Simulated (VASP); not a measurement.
# SrO (P4/nmm) in VASP: further runs, part 2 of 2

VASP 6.6.1. Earlier steps stand in the parts before.

### Step 3. Single point, PBEsol (volume scaled by 0.980)

Input file INCAR:

```
PREC = Accurate
ENCUT = 520
EDIFF = 1E-6
ISMEAR = 0
SIGMA = 0.05
LREAL = False
LASPH = True
NELM = 60
ALGO = Normal
ISIF = 2
LWAVE = False
LCHARG = True
GGA = PS
LELF = True
LVHAR = True
NBANDS = 24
```

Input file KPOINTS:

```
regular mesh
0
Gamma
  8 8 10
```

Input file POSCAR:

```
SrO
1.0
    4.3735483202      0.0000000000      0.0000000000
    0.0000000000      4.3735483202      0.0000000000
    0.0000000000      0.0000000000      3.3708062136
Sr O
2 2
Direct
    0.5000000000      0.0000000000      0.3070433854
    0.0000000000      0.5000000000      0.6929566146
    0.0000000000      0.0000000000      0.0000000000
    0.5000000000      0.5000000000      0.0000000000
```

Potentials or basis: VASP PAW PBE potentials, release 64 (Sr_sv, O).

On the command line:

```
> cat potpaw_PBE.64/Sr_sv/POTCAR potpaw_PBE.64/O/POTCAR > POTCAR
> mpirun -np 1 vasp_std > vasp.out
```

OUTCAR:

```text
PREC = Accurate
   ENCUT = 520
   EDIFF = 1E-6
   ISMEAR = 0
   LREAL = False
   LASPH = True
   NELM = 60
   ISIF = 2
   GGA = PS

 ion  position               nearest neighbor table
   1  0.500  0.000  0.307-   3 2.42   4 2.42   4 2.42   3 2.42   4 3.20   3 3.20   3 3.20   4 3.20
                             2 3.36   2 3.36   2 3.36   2 3.36   2 3.72   2 3.72   2 3.72   2 3.72
   2  0.000  0.500  0.693-   3 2.42   4 2.42   3 2.42   4 2.42   3 3.20   3 3.20   4 3.20   4 3.20
                             1 3.36   1 3.36   1 3.36   1 3.36   1 3.72   1 3.72   1 3.72   1 3.72
   3  0.000  0.000  0.000-   1 2.42   2 2.42   2 2.42   1 2.42   2 3.20   2 3.20   1 3.20   1 3.20

   4  0.500  0.500  0.000-   1 2.42   2 2.42   1 2.42   2 2.42   2 3.20   1 3.20   2 3.20   1 3.20

  LATTYP: Found a simple tetragonal cell.
 ALAT       =     4.3735483202
 C/A-ratio  =     0.7707257281

  Lattice vectors:

 A1 = (   4.3735483202,   0.0000000000,   0.0000000000)
 A2 = (   0.0000000000,   4.3735483202,   0.0000000000)
 A3 = (   0.0000000000,   0.0000000000,   3.3708062136)

Analysis of symmetry for initial positions (statically):
=====================================================================
 Subroutine PRICEL returns:
 Original cell was already a primitive cell.

 Routine SETGRP: Setting up the symmetry group for a
 simple tetragonal supercell.

 Subroutine GETGRP returns: Found 16 space group operations
 (whereof  8 operations were pure point group operations)
 out of a pool of 16 trial point group operations.

The static configuration has the point symmetry D_2d.
 The point group associated with its full space group is D_4h.

Analysis of symmetry for dynamics (positions and initial velocities):
=====================================================================
 Subroutine PRICEL returns:
 Original cell was already a primitive cell.

 Routine SETGRP: Setting up the symmetry group for a
 simple tetragonal supercell.

 Subroutine GETGRP returns: Found 16 space group operations
 (whereof  8 operations were pure point group operations)
 out of a pool of 16 trial point group operations.

The dynamic configuration has the point symmetry D_2d.
 The point group associated with its full space group is D_4h.

 Subroutine INISYM returns: Found 16 space group operations
 (whereof  8 operations are pure point group operations),
 and found     1 'primitive' translations

----------------------------------------------------------------------------------------

                                     Primitive cell

  volume of cell :      64.4765

  direct lattice vectors                    reciprocal lattice vectors
     4.373548320  0.000000000  0.000000000     0.228647297  0.000000000  0.000000000
     0.000000000  4.373548320  0.000000000     0.000000000  0.228647297  0.000000000
     0.000000000  0.000000000  3.370806214     0.000000000  0.000000000  0.296664933

  length of vectors
     4.373548320  4.373548320  3.370806214     0.228647297  0.228647297  0.296664933

  position of ions in fractional coordinates (direct lattice)
     0.500000000  0.000000000  0.307043385
     0.000000000  0.500000000  0.692956615
     0.000000000  0.000000000  0.000000000
     0.500000000  0.500000000  0.000000000

  ion indices of the primitive-cell ions
[... 23 lines left out ...]

  Shift w.r.t. Gamma in fractional coordinates (k-lattice)
     0.000000000  0.000000000  0.000000000

 Subroutine IBZKPT returns following result:
 ===========================================

 Found     90 irreducible k-points:

 Following reciprocal coordinates:
            Coordinates               Weight
  0.000000  0.000000  0.000000      1.000000
  0.125000  0.000000  0.000000      4.000000
  0.250000  0.000000  0.000000      4.000000
  0.375000  0.000000  0.000000      4.000000
  0.500000  0.000000  0.000000      2.000000
  0.125000  0.125000  0.000000      4.000000
[... 16 lines left out ...]
  0.375000  0.125000  0.100000     16.000000
  0.500000  0.125000  0.100000      8.000000
 [... further k-points ...]
   k-points           NKPTS =     90   k-points in BZ     NKDIM =     90   number of bands    NBANDS=     24
   number of dos      NEDOS =    301   number of ions     NIONS =      4
   total plane-waves  NPLWV =  36288
   dimension x,y,z NGX =    36 NGY =   36 NGZ =   28
   dimension x,y,z NGXF=    72 NGYF=   72 NGZF=   56
   ions per type =               2   2
   NGX,Y,Z   is equivalent  to a cutoff of  13.68, 13.68, 13.81 a.u.
   NGXF,Y,Z  is equivalent  to a cutoff of  27.37, 27.37, 27.62 a.u.
 SYSTEM =  unknown system
   PREC   = accura    normal or accurate (medium, high low for compatibility)
   ISTART =      0    job   : 0-new  1-cont  2-samecut
   ICHARG =      2    charge: 1-file 2-atom 10-const
   ISPIN  =      1    spin polarized calculation?
   LNONCOLLINEAR =      F non collinear calculations
   LSORBIT =      F    spin-orbit coupling
   LASPH  =      T    aspherical Exc in radial PAW
   ENCUT  =  520.0 eV  38.22 Ry    6.18 a.u.   8.13  8.13  6.27*2*pi/ulx,y,z
   NELM   =     60;   NELMIN=  2; NELMDL= -5     # of ELM steps
   EDIFF  = 0.1E-05   stopping-criterion for ELM
   LREAL  =      F    real-space projection
   EDIFFG = 0.1E-04   stopping-criterion for IOM
   NSW    =      0    number of steps for IOM
   IBRION =     -1    ionic relax: 0-MD 1-quasi-New 2-CG
   NFREE  =      0    steps in history (QN), initial steepest desc. (CG)
   ISIF   =      2    stress and relaxation
   ISYM   =      2    0-nonsym 1-usesym 2-fastsym
   POTIM  = 0.5000    time-step for ionic-motion
   TEBEG  =    0.0;   TEEND  =   0.0 temperature during run
   PSTRESS=    0.0 pullay stress
   NELECT =      32.0000    total number of electrons
   NUPDOWN=      -1.0000    fix difference up-down
   EMIN   =  10.00;   EMAX   =-10.00  energy-range for DOS
   EFERMI =   0.00;   METHOD = LEGACY
   ISMEAR =     0;   SIGMA  =   0.05  broadening in eV -4-tet -1-fermi 0-gaus
   EFERMI_NEDOS =   21; number of points for ismear=-14 and -15
   IALGO  =     38    algorithm
   IMIX   =      4    mixing-type and parameters
     AMIX     =   0.40;   BMIX     =  1.00
     AMIX_MAG =   1.60;   BMIX_MAG =  1.00
  volume/ion in A,a.u.               =      16.12       108.78
  Fermi-wavevector in a.u.,A,eV,Ry     =   1.296157  2.449382 22.858100  1.680023
  Thomas-Fermi vector in A             =   2.427631
   LORBIT       =      0    0 simple, 1 ext, 2 COOP (PROOUT), +10 PAW based schemes
   GGA     = PS    functional components
   LHFCALC =     F    Hartree Fock is set to
   AEXX    =    0.0000 exact exchange contribution
   IVDW    =     0    specifies the selected vdW correction
   LEPSILON=     F    determine dielectric tensor
   LRPA    =     F    only Hartree local field effects (RPA)
 non-spin polarized calculation
 Gauss-broadening in eV      SIGMA  =   0.05
  energy-cutoff  :      520.00
  volume of cell :       64.48
 maximum number of plane-waves:      1756
 NGX is ok and might be reduce to    36
   NGX = 17   NGY = 17   NGZ = 13

 number of electron      31.9999988 magnetization

 Free energy of the ion-electron system (eV)
  ---------------------------------------------------
  ext. energy  EPLUGINS =         0.00000000
  ---------------------------------------------------
  free energy    TOTEN  =       -24.19214254 eV

  energy without entropy =      -24.19214254  energy(sigma->0) =      -24.19214254

 E-fermi :   2.4794     XC(G=0): -10.5700

 val. band max:        2.2098591595   @ k =   0.1250   0.1250   0.0000
 cond. band min:       5.5241273337   @ k =   0.0000   0.0000   0.0000
 fundamental gap:      3.3142681742
 Fermi energy:         2.4794091490

 k-point     1 :       0.0000    0.0000    0.0000
  band No.  band energies     occupation
      1     -30.6503      2.00000
      2     -30.3666      2.00000
      3     -13.8211      2.00000
      4     -13.1684      2.00000
      5     -13.1684      2.00000
      6     -13.0340      2.00000
[... 637 lines left out ...]
     23      11.9716      0.00000
     24      11.9716      0.00000

 [... further k-points ...]
[... 5 lines left out ...]
  --------------------------------------------------------------------------------------
  -------------------------------------------------------------------------------------
  Total        0.7112923      0.7112923      0.5377181      0.0000000     -0.0000000      0.0000000
  in kB       17.6749026     17.6749026     13.3617575      0.0000000     -0.0000000      0.0000000
  external PRESSURE =      16.2371875 kB  Pullay stress =       0.0000000 kB

 VOLUME and BASIS-vectors are now :
 -----------------------------------------------------------------------------
  energy-cutoff  :      520.00
  volume of cell :       64.48
      direct lattice vectors                 reciprocal lattice vectors
     4.373548320  0.000000000  0.000000000     0.228647297  0.000000000  0.000000000
     0.000000000  4.373548320  0.000000000     0.000000000  0.228647297  0.000000000
     0.000000000  0.000000000  3.370806214     0.000000000  0.000000000  0.296664933

 POSITION                                       TOTAL-FORCE (eV/Angst)
 -----------------------------------------------------------------------------------
      2.18677      0.00000      1.03498        -0.000000      0.000000      0.079142
      0.00000      2.18677      2.33582        -0.000000      0.000000     -0.079142
      0.00000      0.00000      0.00000        -0.000000     -0.000000      0.000000
      2.18677      2.18677      0.00000         0.000000      0.000000      0.000000
 -----------------------------------------------------------------------------------
    total drift:                                0.000000      0.000000      0.000000

  FREE ENERGIE OF THE ION-ELECTRON SYSTEM (eV)
  ---------------------------------------------------
  free  energy   TOTEN  =       -24.1921425378 eV

  energy  without entropy=      -24.1921425378  energy(sigma->0) =      -24.19214254
```

OSZICAR:

```text
N       E                     dE             d eps       ncg     rms          rms(c)
DAV:   1     0.171172778006E+03    0.17117E+03   -0.16345E+04  4320   0.128E+03
DAV:   2    -0.189289263235E+02   -0.19010E+03   -0.18022E+03  6272   0.285E+02
DAV:   3    -0.280780122824E+02   -0.91491E+01   -0.90811E+01  6328   0.554E+01
DAV:   4    -0.283171056104E+02   -0.23909E+00   -0.23903E+00  5944   0.710E+00
DAV:   5    -0.283188227356E+02   -0.17171E-02   -0.17171E-02  5904   0.666E-01    0.284E+01
DAV:   6    -0.244497401908E+02    0.38691E+01   -0.16928E+01  4656   0.242E+01    0.296E+01
DAV:   7    -0.242608857443E+02    0.18885E+00   -0.14772E+00  5640   0.738E+00    0.170E+01
DAV:   8    -0.241928686401E+02    0.68017E-01   -0.32982E-01  4976   0.416E+00    0.197E+00
DAV:   9    -0.241916079838E+02    0.12607E-02   -0.33926E-02  7168   0.117E+00    0.312E-01
DAV:  10    -0.241919978916E+02   -0.38991E-03   -0.29823E-03  5072   0.357E-01    0.145E-01
DAV:  11    -0.241921187758E+02   -0.12088E-03   -0.19571E-04  6392   0.965E-02    0.541E-02
DAV:  12    -0.241921433101E+02   -0.24534E-04   -0.33657E-05  6832   0.443E-02    0.985E-03
DAV:  13    -0.241921425378E+02    0.77231E-06   -0.44642E-06  5760   0.152E-02
   1 F= -.24192143E+02 E0= -.24192143E+02  d E =-.424616E-16
```

stdout:

```text
POSCAR found type information on POSCAR SrO
 POSCAR found :  2 types and       4 ions
 scaLAPACK will be used
 -----------------------------------------------------------------------------
|                                                                             |
|                                                                             |
|     You enforced a specific xc type in the INCAR file but a different       |
|     I HOPE YOU KNOW WHAT YOU ARE DOING!                                     |
|                                                                             |
 -----------------------------------------------------------------------------

 LDA part: xc-table for (Slater+PW92), standard interpolation
 POSCAR, INCAR and KPOINTS ok, starting setup
 FFT: planning ... GRIDC
 FFT: planning ... GRID_SOFT
 FFT: planning ... GRID
 WAVECAR not read
 entering main loop
```

Run time: 51 s. Hardware: 1 thread of Intel Xeon 6975P-C (Granite Rapids), shared host; peak memory 0.26 GiB.

What came out:

```yaml
Free_energy: -24.1921 eV
Pressure: 1.6 GPa
Largest_force: 0.079 eV/Å
Band_gap_on_the_k_mesh: 3.31 eV, indirect (least direct gap 3.37 eV)
```

Forces on the atoms (eV/Å):
```
Sr   0.000  0.000  0.079
Sr   0.000  0.000 -0.079
O    0.000  0.000  0.000
O    0.000  0.000  0.000
```

Stress tensor (GPa, compression positive):
```
1.77 0.00 0.00
0.00 1.77 0.00
0.00 0.00 1.34
```

Levels at points of the mesh, in eV from the valence-band top:
| k point | band 14 | band 15 | band 16 | band 17 | band 18 | band 19 |
| --- | --- | --- | --- | --- | --- | --- |
| (0.00, 0.00, 0.00) | -0.48 | -0.05 | -0.05 | 3.31 | 4.19 | 4.67 |
| (0.50, 0.00, 0.00) | -0.78 | -0.58 | -0.58 | 4.39 | 4.39 | 5.82 |
| (0.50, 0.50, 0.00) | -0.76 | -0.30 | -0.30 | 4.53 | 4.53 | 6.09 |
| (0.00, 0.00, 0.50) | -1.93 | -0.57 | -0.57 | 6.05 | 7.09 | 7.09 |
| (0.50, 0.00, 0.50) | -1.58 | -0.94 | -0.94 | 5.89 | 5.89 | 6.17 |
| (0.50, 0.50, 0.50) | -1.13 | -0.48 | -0.48 | 5.29 | 5.29 | 5.89 |

Caveat: the PAW data sets were made with another functional, which shifts forces and pressure a little. A k mesh can miss the band edges.
